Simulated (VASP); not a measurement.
Write the native input for VASP 6.6.1 that does the following.

- Task: single point
- Functional: PBE
- Potentials or basis: VASP PAW PBE potentials, release 64 (B, N)
- Cutoff: 520 eV
- k mesh: 12 × 12 × 6
- Occupations: gaussian, width 0.05 eV
- Spin: no spin polarisation
- Dipole correction: no
- Further INCAR settings: ALGO = Normal; EDIFF = 1e-06; NBANDS = 16

The structure of BN lies in POSCAR:

```
BN
1.0
    2.5545800960      0.0000000000      0.0000000000
   -1.2772900480      2.2123312591      0.0000000000
    0.0000000000      0.0000000000      4.2245145352
B N
2 2
Direct
    0.6666666667      0.3333333333      0.9998058547
    0.3333333333      0.6666666667      0.4998058547
    0.6666666667      0.3333333333      0.6784547030
    0.3333333333      0.6666666667      0.1251941453
```

This cell differs from its parent crystal: atom 3 (N) moved by (+0.000, +0.225) A along x and z.

One way to write it, as run:

INCAR

```
PREC = Accurate
ENCUT = 520
EDIFF = 1E-6
ISMEAR = 0
SIGMA = 0.05
LREAL = F
LASPH = T
NELM = 80
ALGO = Normal
ISIF = 2
LWAVE = F
LCHARG = F
GGA = PE
NBANDS = 16
```

KPOINTS

```
Automatic mesh
0
Gamma
  12 12 6
```

Potentials or basis: VASP PAW PBE potentials, release 64 (B, N).

Launch:

```console
$ cat potpaw_PBE.64/B/POTCAR potpaw_PBE.64/N/POTCAR > POTCAR
$ mpirun -np 1 vasp_std > vasp.out
```

Results of the run:

```
Pressure               : 11.0 GPa
Largest force          : 11.287 eV/Å
Band gap on the k mesh : 3.15 eV, indirect (least direct gap 6.97 eV)
```

Caveat: the cell differs from its parent crystal (atom 3 (N) moved by (+0.000, +0.225) A along x and z); forces of over 1 eV/Å act on the atoms, so gaps and moduli don't describe the material at rest.

Run time: 58 s on 1 thread of Intel Xeon 8259CL, on a shared host, peak memory 0.15 GiB.
